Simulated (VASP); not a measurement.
# CaSe (P6_3/mmc) in VASP: further runs

Runs on CaSe. Level: r2SCAN. Tasks: single point.

Program: VASP 6.6.1. These are calculated values, not measurements. Logs are shortened: lines on timing, memory, paths and dates and some standing lists are left out, and cuts for length are marked.

## 1. The cell of the first run

The structure is hexagonal, space group P6_3/mmc (No. 194). Conventional cell: a = 4.955 Å, b = 4.955 Å, c = 5.816 Å, α = 90.00°, β = 90.00°, γ = 120.00°. Within 3.8 Å of Ca (site symmetry -6m2) lie 5 Se at 2.86 to 2.91 Å. Within 3.8 Å of Se (site symmetry -6m2) lie 5 Ca at 2.86 to 2.91 Å.

## 2. Single point, r2SCAN (volume changed by -3%)

POSCAR

```
CaSe
1.0
    4.9550316352      0.0000000000      0.0000000000
   -2.4775158176      4.2911832727      0.0000000000
    0.0000000000      0.0000000000      5.8163773820
Ca Se
2 2
Direct
    0.3333333333      0.6666666667     -0.0624992787
    0.6666666667      0.3333333333      0.4375007213
    0.3333333333      0.6666666667      0.4374992787
    0.6666666667      0.3333333333      0.9374992787
```

INCAR.step1

```
SYSTEM = CaSe
PREC = Accurate ; ENCUT = 520
ISMEAR = 0 ; SIGMA = 0.01
LREAL = .False. ; LASPH = .True.
NELM = 60 ; NBANDS = 24
GGA = PE ; ALGO = Normal
EDIFF = 1E-4 ; LWAVE = .True.
LCHARG = .False.
```

INCAR.step2

```
SYSTEM = CaSe
PREC = Accurate ; ENCUT = 520
EDIFF = 1E-6 ; ISMEAR = 0
SIGMA = 0.01 ; LREAL = .False.
LASPH = .True. ; NELM = 60
ALGO = Normal ; ISIF = 2
LWAVE = .False. ; LCHARG = .True.
METAGGA = R2SCAN ; LMIXTAU = .True.
LELF = .True. ; LVHAR = .True.
NBANDS = 24 ; ISTART = 1
```

KPOINTS

```
regular mesh
0
Gamma
  6 6 4
  0 0 0
```

Potentials or basis: VASP PAW PBE potentials, release 64 (Ca_sv, Se).

Launch:

```bash
$ cat potpaw_PBE.64/Ca_sv/POTCAR potpaw_PBE.64/Se/POTCAR > POTCAR
$ cp INCAR.step1 INCAR
$ mpirun -np 1 vasp_std > vasp.out
$ cp INCAR.step2 INCAR
$ mpirun -np 1 vasp_std > vasp.out
```

OUTCAR:

```text
SYSTEM = CaSe
   PREC = Accurate
   ENCUT = 520
   EDIFF = 1E-6
   ISMEAR = 0
   LREAL = .False.
   LASPH = .True.
   NELM = 60
   ISIF = 2
   METAGGA = R2SCAN
   ISTART = 1

 ion  position               nearest neighbor table
   1  0.333  0.667  0.938-   4 2.86   4 2.86   4 2.86   3 2.91   3 2.91
   2  0.667  0.333  0.438-   3 2.86   3 2.86   3 2.86   4 2.91   4 2.91
   3  0.333  0.667  0.437-   2 2.86   2 2.86   2 2.86   1 2.91   1 2.91
   4  0.667  0.333  0.937-   1 2.86   1 2.86   1 2.86   2 2.91   2 2.91

  LATTYP: Found a hexagonal cell.
 ALAT       =     4.9550316352
 C/A-ratio  =     1.1738325424

  Lattice vectors:

 A1 = (   4.9550316352,   0.0000000000,   0.0000000000)
 A2 = (  -2.4775158176,   4.2911832727,   0.0000000000)
 A3 = (   0.0000000000,   0.0000000000,   5.8163773820)

Analysis of symmetry for initial positions (statically):
=====================================================================
 Subroutine PRICEL returns:
 Original cell was already a primitive cell.

 Routine SETGRP: Setting up the symmetry group for a
 hexagonal supercell.

 Subroutine GETGRP returns: Found 24 space group operations
 (whereof  6 operations were pure point group operations)
 out of a pool of 24 trial point group operations.

The static configuration has the point symmetry C_3v.
 The point group associated with its full space group is D_6h.

Analysis of symmetry for dynamics (positions and initial velocities):
=====================================================================
 Subroutine PRICEL returns:
 Original cell was already a primitive cell.

 Routine SETGRP: Setting up the symmetry group for a
 hexagonal supercell.

 Subroutine GETGRP returns: Found 24 space group operations
 (whereof  6 operations were pure point group operations)
 out of a pool of 24 trial point group operations.

The dynamic configuration has the point symmetry C_3v.
 The point group associated with its full space group is D_6h.

 Subroutine INISYM returns: Found 24 space group operations
 (whereof  6 operations are pure point group operations),
 and found     1 'primitive' translations

----------------------------------------------------------------------------------------

                                     Primitive cell

  volume of cell :     123.6733

  direct lattice vectors                    reciprocal lattice vectors
     4.955031635  0.000000000  0.000000000     0.201815059  0.116517978  0.000000000
    -2.477515818  4.291183273  0.000000000     0.000000000  0.233035957  0.000000000
     0.000000000  0.000000000  5.816377382     0.000000000  0.000000000  0.171928321

  length of vectors
     4.955031635  4.955031635  5.816377382     0.233035957  0.233035957  0.171928321

  position of ions in fractional coordinates (direct lattice)
     0.333333333  0.666666667  0.937500721
     0.666666667  0.333333333  0.437500721
     0.333333333  0.666666667  0.437499279
     0.666666667  0.333333333  0.937499279

  ion indices of the primitive-cell ions
   primitive index   ion index
                 1           1
                 2           2
                 3           3
                 4           4

----------------------------------------------------------------------------------------

 KPOINTS: regular mesh

Automatic generation of k-mesh.
 Grid dimensions read from file:
 generate k-points for:    6    6    4

 Generating k-lattice:

  Cartesian coordinates                     Fractional coordinates (reciprocal lattice)
     0.033635843  0.019419663  0.000000000     0.166666667  0.000000000  0.000000000
     0.000000000  0.038839326  0.000000000     0.000000000  0.166666667  0.000000000
     0.000000000  0.000000000  0.042982080     0.000000000  0.000000000  0.250000000

  Length of vectors
     0.038839326  0.038839326  0.042982080

  Shift w.r.t. Gamma in fractional coordinates (k-lattice)
     0.000000000  0.000000000  0.000000000

 Subroutine IBZKPT returns following result:
 ===========================================

 Found     21 irreducible k-points:

 Following reciprocal coordinates:
            Coordinates               Weight
  0.000000  0.000000  0.000000      1.000000
  0.166667 -0.000000  0.000000      6.000000
  0.333333  0.000000  0.000000      6.000000
  0.500000 -0.000000  0.000000      3.000000
  0.166667  0.166667  0.000000      6.000000
  0.333333  0.166667  0.000000     12.000000
[... 13 lines left out ...]
  0.333333  0.166667  0.500000     12.000000
  0.333333  0.333333  0.500000      2.000000
   k-points           NKPTS =     21   k-points in BZ     NKDIM =     21   number of bands    NBANDS=     24
   number of dos      NEDOS =    301   number of ions     NIONS =      4
   total plane-waves  NPLWV =  76800
   dimension x,y,z NGX =    40 NGY =   40 NGZ =   48
   dimension x,y,z NGXF=    80 NGYF=   80 NGZF=   96
   ions per type =               2   2
   NGX,Y,Z   is equivalent  to a cutoff of  13.42, 13.42, 13.72 a.u.
   NGXF,Y,Z  is equivalent  to a cutoff of  26.84, 26.84, 27.44 a.u.
 SYSTEM =  CaSe
   PREC   = accura    normal or accurate (medium, high low for compatibility)
   ISTART =      1    job   : 0-new  1-cont  2-samecut
   ICHARG =      0    charge: 1-file 2-atom 10-const
   ISPIN  =      1    spin polarized calculation?
   LNONCOLLINEAR =      F non collinear calculations
   LSORBIT =      F    spin-orbit coupling
   LASPH  =      T    aspherical Exc in radial PAW
   ENCUT  =  520.0 eV  38.22 Ry    6.18 a.u.   9.21  9.21 10.81*2*pi/ulx,y,z
   NELM   =     60;   NELMIN=  2; NELMDL=  0     # of ELM steps
   EDIFF  = 0.1E-05   stopping-criterion for ELM
   LREAL  =      F    real-space projection
   EDIFFG = 0.1E-04   stopping-criterion for IOM
   NSW    =      0    number of steps for IOM
   IBRION =     -1    ionic relax: 0-MD 1-quasi-New 2-CG
   NFREE  =      0    steps in history (QN), initial steepest desc. (CG)
   ISIF   =      2    stress and relaxation
   ISYM   =      2    0-nonsym 1-usesym 2-fastsym
   POTIM  = 0.5000    time-step for ionic-motion
   TEBEG  =    0.0;   TEEND  =   0.0 temperature during run
   PSTRESS=    0.0 pullay stress
   NELECT =      32.0000    total number of electrons
   NUPDOWN=      -1.0000    fix difference up-down
   EMIN   =  10.00;   EMAX   =-10.00  energy-range for DOS
   EFERMI =   0.00;   METHOD = LEGACY
   ISMEAR =     0;   SIGMA  =   0.01  broadening in eV -4-tet -1-fermi 0-gaus
   EFERMI_NEDOS =   21; number of points for ismear=-14 and -15
   IALGO  =     38    algorithm
   IMIX   =      4    mixing-type and parameters
     AMIX     =   0.40;   BMIX     =  1.00
     AMIX_MAG =   1.60;   BMIX_MAG =  1.00
  volume/ion in A,a.u.               =      30.92       208.65
  Fermi-wavevector in a.u.,A,eV,Ry     =   1.043197  1.971356 14.806663  1.088259
  Thomas-Fermi vector in A             =   2.177895
   LORBIT       =      0    0 simple, 1 ext, 2 COOP (PROOUT), +10 PAW based schemes
   METAGGA = R2SCAN    functional components
   LHFCALC =     F    Hartree Fock is set to
   AEXX    =    0.0000 exact exchange contribution
   IVDW    =     0    specifies the selected vdW correction
   LEPSILON=     F    determine dielectric tensor
   LRPA    =     F    only Hartree local field effects (RPA)
 non-spin polarized calculation
 Gauss-broadening in eV      SIGMA  =   0.01
  energy-cutoff  :      520.00
  volume of cell :      123.67
 maximum number of plane-waves:      3363
 NGX is ok and might be reduce to    40
   NGX = 19   NGY = 19   NGZ = 21

 number of electron      32.0000005 magnetization

 Free energy of the ion-electron system (eV)
  ---------------------------------------------------
  ext. energy  EPLUGINS =         0.00000000
  ---------------------------------------------------
  free energy    TOTEN  =       -51.34239261 eV

  energy without entropy =      -51.34239261  energy(sigma->0) =      -51.34239261

 E-fermi :   1.1986     XC(G=0):  -8.5743

 val. band max:        1.0915269915   @ k =   0.0000   0.0000   0.0000
 cond. band min:       3.9209162521   @ k =   0.3333   0.3333   0.0000
 fundamental gap:      2.8293892606
 Fermi energy:         1.1986400589

 k-point     1 :       0.0000    0.0000    0.0000
  band No.  band energies     occupation
      1     -40.2632      2.00000
      2     -40.2534      2.00000
      3     -20.4408      2.00000
      4     -20.4403      2.00000
      5     -20.4402      2.00000
      6     -20.4074      2.00000
[... 16 lines left out ...]
     23       7.0255      0.00000
     24       7.7182      0.00000

 k-point     2 :       0.1667   -0.0000    0.0000
  band No.  band energies     occupation
      1     -40.2625      2.00000
      2     -40.2538      2.00000
      3     -20.4457      2.00000
      4     -20.4427      2.00000
      5     -20.4355      2.00000
      6     -20.4157      2.00000
[... 16 lines left out ...]
     23       7.1836      0.00000
     24       7.2172      0.00000

 k-point     3 :       0.3333    0.0000    0.0000
  band No.  band energies     occupation
      1     -40.2607      2.00000
      2     -40.2550      2.00000
      3     -20.4566      2.00000
      4     -20.4475      2.00000
      5     -20.4324      2.00000
      6     -20.4221      2.00000
[... 16 lines left out ...]
     23       6.8826      0.00000
     24       7.2369      0.00000
[... 433 lines left out ...]
 k-point    20 :       0.3333    0.1667    0.5000
  band No.  band energies     occupation
      1     -40.2577      2.00000
      2     -40.2577      2.00000
      3     -20.4817      2.00000
      4     -20.4817      2.00000
      5     -20.4304      2.00000
      6     -20.4304      2.00000
[... 16 lines left out ...]
     23       7.2583      0.00000
     24       7.2583      0.00000

 k-point    21 :       0.3333    0.3333    0.5000
  band No.  band energies     occupation
      1     -40.2576      2.00000
      2     -40.2576      2.00000
      3     -20.4852      2.00000
      4     -20.4852      2.00000
      5     -20.4332      2.00000
      6     -20.4332      2.00000
[... 16 lines left out ...]
     23       7.3647      0.00000
     24       7.3647      0.00000

------------------------ aborting loop because EDIFF is reached ----------------------------------------

  FORCE on cell =-STRESS in cart. coord.  units (eV):
  Direction    XX          YY          ZZ          XY          YZ          ZX
  --------------------------------------------------------------------------------------
  -------------------------------------------------------------------------------------
  Total        1.1096148      1.1096148      1.3260124      0.0000000     -0.0000000      0.0000000
  in kB       14.3749632     14.3749632     17.1783755      0.0000000     -0.0000000      0.0000000
  external PRESSURE =      15.3094340 kB  Pullay stress =       0.0000000 kB

 VOLUME and BASIS-vectors are now :
 -----------------------------------------------------------------------------
  energy-cutoff  :      520.00
  volume of cell :      123.67
      direct lattice vectors                 reciprocal lattice vectors
     4.955031635  0.000000000  0.000000000     0.201815059  0.116517978  0.000000000
    -2.477515818  4.291183273  0.000000000     0.000000000  0.233035957  0.000000000
     0.000000000  0.000000000  5.816377382     0.000000000  0.000000000  0.171928321

 POSITION                                       TOTAL-FORCE (eV/Angst)
 -----------------------------------------------------------------------------------
     -0.00000      2.86079      5.45286        -0.000000     -0.000000      0.000000
      2.47752      1.43039      2.54467         0.000000     -0.000000      0.000000
     -0.00000      2.86079      2.54466         0.000000     -0.000000     -0.000000
      2.47752      1.43039      5.45285        -0.000000      0.000000     -0.000000
 -----------------------------------------------------------------------------------
    total drift:                               -0.000000      0.000000      0.005747

  FREE ENERGIE OF THE ION-ELECTRON SYSTEM (eV)
  ---------------------------------------------------
  free  energy   TOTEN  =       -51.3423926115 eV

  energy  without entropy=      -51.3423926115  energy(sigma->0) =      -51.34239261
```

Run time: 2.9 min. Hardware: 1 thread of AMD EPYC 9R45 (Zen 5), shared host; peak memory 0.28 GiB.

What came out:

```
Free energy            : -51.3424 eV
Pressure               : 1.5 GPa
Band gap on the k mesh : 2.83 eV, indirect (least direct gap 3.09 eV)
```

Stress tensor (GPa, compression positive):
```
1.44 0.00 0.00
0.00 1.44 0.00
0.00 0.00 1.72
```

Caveat: the PAW data sets were made with another functional, which shifts forces and pressure a little. A k mesh can miss the band edges.

(Continued in part 2 of 2.)
